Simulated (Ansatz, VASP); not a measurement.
# Rb in VASP and in Ansatz

Contents of INCAR:

```
SYSTEM = Rb
PREC = Accurate
ENCUT = 600
EDIFF = 1E-7
ISMEAR = 0
SIGMA = 0.1
LREAL = .FALSE.
LASPH = .TRUE.
NELM = 60
ALGO = Normal
ISIF = 3
LWAVE = .FALSE.
LCHARG = .FALSE.
GGA = PE
IBRION = 2
NSW = 90
EDIFFG = -0.04
```

KPOINTS

```
regular mesh
0
G
  6 6 6
  0 0 0
```

POSCAR

```
Rb
1.0
    2.9351565443      1.6946134208      7.0284195195
   -2.9351565443      1.6946134208      7.0284195195
    0.0000000000     -3.3892268419      7.0284195195
Rb
2
Direct
    0.0577000000      0.0577000000      0.0577000000
    0.9423000000      0.9423000000      0.9423000000
```

Input for Ansatz:

```yaml
crystal:
  lattice:
    - [2.9351565443, 1.6946134208, 7.0284195195]
    - [-2.9351565443, 1.6946134208, 7.0284195195]
    - [0.0, -3.3892268419, 7.0284195195]
  atoms:
    - { symbol: Rb, position: [0.0577, 0.0577, 0.0577] }
    - { symbol: Rb, position: [0.9423, 0.9423, 0.9423] }
basis:
  ecutwfc: 420
kpoints:
  mp_grid: { grid: [6, 6, 6] }
hamiltonian:
  xc: pbe
scf:
  occupations: { method: gaussian, width: 0.1 }
  lower_state_search: "off"
output:
  forces: true
  stress: true
  eigenvalues: true
relax:
  adjacent_minimum: "off"
  f_tol: 0.04
  max_steps: 70
  cell: { stress_tol: 0.4 }
```

Alike in both runs: task relaxation of cell and atoms; functional PBE; k mesh 6 × 6 × 6; occupations gaussian, width 0.1 eV; no spin polarisation.

|  | VASP | Ansatz |
| --- | --- | --- |
| version | VASP 6.6.1 | Ansatz 0.2.0 |
| potentials or method | VASP PAW PBE potentials, release 64 (Rb_sv), cutoff 600 eV | scalar-relativistic, plane waves, PAW |
| valence electrons in the cell | 18 | 18 |

VASP gave:

| Quantity | Value |
| --- | --- |
| gap on the k mesh at the Fermi level, each at its own relaxed structure (eV) | none |
| relaxed volume (Å³/atom) | 95.38 |
| relaxed length of the cell vector where the two differ most in proportion (Å) | 9.203 |

Question: Which values does Ansatz return?

Answer: gap on the k mesh at the Fermi level, each at its own relaxed structure (eV): none; relaxed volume (Å³/atom): 92.10; relaxed length of the cell vector where the two differ most in proportion (Å): 9.013.

A gap of «none» marks a metal or a gap that the smearing closes.
